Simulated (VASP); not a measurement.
# GaSb (F-43m) in VASP: a series of runs, part 2 of 2

VASP 6.6.1. The steps go on from the part before.

**3. Single point, PBEsol**

This run uses another cell than the first one, of 28.02 Å³/atom.

The input, INCAR:

```
PREC = Accurate
ENCUT = 500
EDIFF = 1E-6
ISMEAR = -1
SIGMA = 0.15
LREAL = False
LASPH = True
NELM = 120
ALGO = Normal
ISIF = 2
LWAVE = False
LCHARG = True
GGA = PS
LELF = True
LVHAR = True
NBANDS = 16
GGA_COMPAT = False
```

The input, KPOINTS:

```
Automatic mesh
0
Gamma
  15 15 15
```

The input, POSCAR:

```
GaSb
1.0
    0.0000000000      3.0374528327      3.0374528327
    3.0374528327      0.0000000000      3.0374528327
    3.0374528327      3.0374528327      0.0000000000
Ga Sb
1 1
Direct
    0.0000000000      0.0000000000      0.0000000000
    0.7500000000      0.7500000000      0.7500000000
```

Potentials or basis: VASP PAW PBE potentials, release 64 (Ga_d, Sb).

The run is started by

```console
$ cat potpaw_PBE.64/Ga_d/POTCAR potpaw_PBE.64/Sb/POTCAR > POTCAR
$ mpirun -np 1 vasp_std > vasp.out
```

Run time: 58 s. Hardware: 1 thread of Intel Xeon Platinum 8259CL at 2.50GHz (Skylake/Cascade Lake), shared host; peak memory 0.25 GiB.

Results (log left out):

```yaml
Free_energy: -8.1535 eV
Pressure: 1.1 GPa
```

Levels at points of the mesh, in eV from the Fermi level:
```csv
k point,band 7,band 8,band 9,band 10,band 11,band 12
"(0.00, 0.00, 0.00)",-0.22,-0.22,-0.22,-0.08,2.53,2.53
```

Caveat: the PAW data sets were made with another functional, which shifts forces and pressure a little; spin-orbit coupling is left out, which moves the levels of the heavy elements.

**4. Relaxation of cell and atoms, PBEsol, target pressure 1 GPa, at which the enthalpy is minimised**

The input, INCAR:

```
ALGO = Normal ; EDIFF = 1E-7
EDIFFG = -0.001 ; ENCUT = 500
GGA = PS ; GGA_COMPAT = False
IBRION = 2 ; ISIF = 3
ISMEAR = -1 ; LASPH = True
LCHARG = False ; LREAL = False
LWAVE = False ; NELM = 120
NELMIN = 4 ; NSW = 80
PREC = Accurate ; PSTRESS = 10.0
SIGMA = 0.15
```

The input, KPOINTS:

```
k-points
0
Gamma
  15 15 15
```

The input, POSCAR:

```
GaSb
1.0
    0.0000000000      3.0562701464      3.0562701464
    3.0562701464      0.0000000000      3.0562701464
    3.0562701464      3.0562701464      0.0000000000
Ga Sb
1 1
Direct
    0.0000000000      0.0000000000      0.0000000000
    0.7500000000      0.7500000000      0.7500000000
```

The run is started by

```console
$ cat potpaw_PBE.64/Ga_d/POTCAR potpaw_PBE.64/Sb/POTCAR > POTCAR
$ mpirun -np 1 vasp_std > vasp.out
```

Run time: 4.1 min. Hardware: 1 thread of Intel Xeon Platinum 8259CL at 2.50GHz (Skylake/Cascade Lake), shared host; peak memory 0.25 GiB.

The run converged. Its results:

| Quantity | Value |
| --- | --- |
| Free energy | -8.1542 eV |
| Relaxed volume | 28.07 Å³/atom |
| Relaxed cell | a = 4.298 Å, b = 4.298 Å, c = 4.298 Å, α = 60.00°, β = 60.00°, γ = 60.00° |
| Space group after relaxing (to 0.1 Å) | F-43m (No. 216) |
| Energy change on relaxing (the run minimises the enthalpy) | +1.6 meV/atom |
| Ionic steps | 12 |
| Pressure after relaxing | 1.0 GPa |

Step by step:
```tsv
step	energy change (eV)	largest force (eV/Å)	pressure (GPa)	volume (Å³)
1	0.0000	0.0000	0.09	57.10
2	0.0059	0.0000	1.38	55.77
3	0.0032	0.0000	1.01	56.14
4	0.0031	0.0000	0.97	56.16
5	0.0031	0.0000	0.99	56.16
6	0.0031	0.0000	0.99	56.15
7	0.0031	0.0000	0.99	56.15
8	0.0031	0.0000	0.99	56.15
9	0.0031	0.0000	0.99	56.15
10	0.0031	0.0000	0.99	56.15
11	0.0031	0.0000	0.99	56.15
12	0.0032	0.0000	1.00	56.15
```

Final structure:
```yaml
crystal:
  lattice:
    - [0.00000, 3.03923, 3.03923]
    - [3.03923, 0.00000, 3.03923]
    - [3.03923, 3.03923, 0.00000]
  atoms:
    - { symbol: Ga, position: [0.00000, 0.00000, 0.00000] }
    - { symbol: Sb, position: [0.75000, 0.75000, 0.75000] }
```

Levels at points of the mesh, in eV from the Fermi level:
```csv
k point,band 7,band 8,band 9,band 10,band 11,band 12
"(0.00, 0.00, 0.00)",-0.22,-0.22,-0.22,-0.09,2.53,2.53
```

Caveat: the cell is relaxed towards a set pressure, so the run minimises the enthalpy, not the energy; the PAW data sets were made with another functional, which shifts forces and pressure a little; spin-orbit coupling is left out, which moves the levels of the heavy elements.

**5. Single point, PBEsol**

This run uses another cell than the first one, of 26.71 Å³/atom.

The input, INCAR:

```
SYSTEM = GaSb
ALGO = Normal
EDIFF = 1E-7
ENCUT = 520
GGA = PS
ISIF = 2
ISMEAR = -1
LASPH = .True.
LCHARG = .False.
LREAL = .False.
LWAVE = .False.
NBANDS = 16
NELM = 80
PREC = Accurate
SIGMA = 0.15
```

The input, KPOINTS:

```
k-points
0
Gamma
  12 12 12
  0 0 0
```

The input, POSCAR:

```
GaSb
1.0
    0.0000000000      2.9893384297      2.9893384297
    2.9893384297      0.0000000000      2.9893384297
    2.9893384297      2.9893384297      0.0000000000
Ga Sb
1 1
Direct
    0.0000000000      0.0000000000      0.0000000000
    0.7500000000      0.7500000000      0.7500000000
```

Potentials or basis: VASP PAW PBE potentials, release 64 (Ga_d, Sb).

The run is started by

```console
$ cat potpaw_PBE.64/Ga_d/POTCAR potpaw_PBE.64/Sb/POTCAR > POTCAR
$ mpirun -np 1 vasp_std > vasp.out
```

OUTCAR:

```text
SYSTEM = GaSb
   EDIFF = 1E-7
   ENCUT = 520
   GGA = PS
   ISIF = 2
   ISMEAR = -1
   LASPH = .True.
   LREAL = .False.
   NELM = 80
   PREC = Accurate

 ion  position               nearest neighbor table
   1  0.000  0.000  0.000-   2 2.59   2 2.59   2 2.59   2 2.59
   2  0.750  0.750  0.750-   1 2.59   1 2.59   1 2.59   1 2.59

  LATTYP: Found a face centered cubic cell.
 ALAT       =     5.9786768594

  Lattice vectors:

 A1 = (   0.0000000000,   2.9893384297,   2.9893384297)
 A2 = (   2.9893384297,   0.0000000000,   2.9893384297)
 A3 = (   2.9893384297,   2.9893384297,   0.0000000000)

Analysis of symmetry for initial positions (statically):
=====================================================================
 Subroutine PRICEL returns:
 Original cell was already a primitive cell.

 Routine SETGRP: Setting up the symmetry group for a
 face centered cubic supercell.

 Subroutine GETGRP returns: Found 24 space group operations
 (whereof 24 operations were pure point group operations)
 out of a pool of 48 trial point group operations.

The static configuration has the point symmetry T_d .

Analysis of symmetry for dynamics (positions and initial velocities):
[... 159 lines left out ...]

 val. band max:        5.4616662840   @ k =   0.0000   0.0000   0.0000
 cond. band min:       5.9569635652   @ k =   0.0000   0.0000   0.0000
 fundamental gap:      0.4952972812
 Fermi energy:         5.6981117751

 k-point     1 :       0.0000    0.0000    0.0000
  band No.  band energies     occupation
      1      -9.6859      2.00000
      2      -9.6859      2.00000
      3      -9.6859      2.00000
      4      -9.6237      2.00000
      5      -9.6237      2.00000
      6      -6.5463      2.00000
[... 433 lines left out ...]
      3      -9.6678      2.00000
      4      -9.6261      2.00000
      5      -9.6241      2.00000
      6      -4.5194      2.00000
[... 8 lines left out ...]
     15      14.2753      0.00000
     16      14.6940      0.00000

 [... further k-points ...]

------------------------ aborting loop because EDIFF is reached ----------------------------------------

  FORCE on cell =-STRESS in cart. coord.  units (eV):
  Direction    XX          YY          ZZ          XY          YZ          ZX
  --------------------------------------------------------------------------------------
  -------------------------------------------------------------------------------------
  Total        1.3688414      1.3688414      1.3688414      0.0000000     -0.0000000      0.0000000
  in kB       41.0495561     41.0495561     41.0495561      0.0000000     -0.0000000      0.0000000
  external PRESSURE =      41.0495561 kB  Pullay stress =       0.0000000 kB

 VOLUME and BASIS-vectors are now :
 -----------------------------------------------------------------------------
  energy-cutoff  :      520.00
  volume of cell :       53.43
      direct lattice vectors                 reciprocal lattice vectors
     0.000000000  2.989338430  2.989338430    -0.167261089  0.167261089  0.167261089
     2.989338430  0.000000000  2.989338430     0.167261089 -0.167261089  0.167261089
     2.989338430  2.989338430  0.000000000     0.167261089  0.167261089 -0.167261089

 POSITION                                       TOTAL-FORCE (eV/Angst)
 -----------------------------------------------------------------------------------
      0.00000      0.00000      0.00000        -0.000000      0.000000      0.000000
      4.48401      4.48401      4.48401         0.000000     -0.000000     -0.000000
 -----------------------------------------------------------------------------------
    total drift:                               -0.000001     -0.000001     -0.000001

  FREE ENERGIE OF THE ION-ELECTRON SYSTEM (eV)
  ---------------------------------------------------
  free  energy   TOTEN  =        -8.1116635039 eV

  energy  without entropy=       -8.1064133553  energy(sigma->0) =       -8.10903843
```

stdout:

```text
POSCAR found type information on POSCAR GaSb
 POSCAR found :  2 types and       2 ions
 scaLAPACK will be used
 -----------------------------------------------------------------------------
|                                                                             |
|                                                                             |
|     You enforced a specific xc type in the INCAR file but a different       |
|     I HOPE YOU KNOW WHAT YOU ARE DOING!                                     |
|                                                                             |
 -----------------------------------------------------------------------------

 LDA part: xc-table for (Slater+PW92), standard interpolation
 POSCAR, INCAR and KPOINTS ok, starting setup
 FFT: planning ... GRIDC
 FFT: planning ... GRID_SOFT
 FFT: planning ... GRID
 WAVECAR not read
 entering main loop
```

Run time: 74 s. Hardware: 1 thread of Intel Xeon 8259CL, shared host; peak memory 0.22 GiB.

What came out:

```
Free energy            : -8.1117 eV
Pressure               : 4.1 GPa
Band gap on the k mesh : 0.50 eV
```

Caveat: the cell stands under pressure; the PAW data sets were made with another functional, which shifts forces and pressure a little; spin-orbit coupling is left out, which moves the levels of the heavy elements. A k mesh can miss the band edges.

**6. Summary**

```tsv
task	cell	k mesh	cutoff (eV)	mended	gap on the mesh (eV)	pressure (GPa)
relaxation of cell and atoms	relaxed to 2 GPa from a = 4.322 Å, angles 60.0°, 2 atoms	12 × 12 × 12	600	-	0.26	2.0
single point	a = 4.296 Å, angles 60.0°, 2 atoms	15 × 15 × 15	500	yes	-	1.1
relaxation of cell and atoms	relaxed to 1 GPa from a = 4.322 Å, angles 60.0°, 2 atoms	15 × 15 × 15	500	yes	-	1.0
single point	a = 4.228 Å, angles 60.0°, 2 atoms	12 × 12 × 12	520	-	0.50	4.1
```

Alike in all rows: level PBEsol; potentials or basis VASP PAW PBE potentials, release 64 (Ga_d, Sb); no spin polarisation; smearing fermi-dirac 0.15 eV.

Caveats: the PAW data sets were made with another functional, which shifts forces and pressure a little; spin-orbit coupling is left out, which moves the levels of the heavy elements; the cell is relaxed towards a set pressure, so the run minimises the enthalpy, not the energy (at least some runs); the cell stands under pressure (at least some runs).

Total energies depend on the potentials used, so only differences within one code and one set of settings carry meaning.
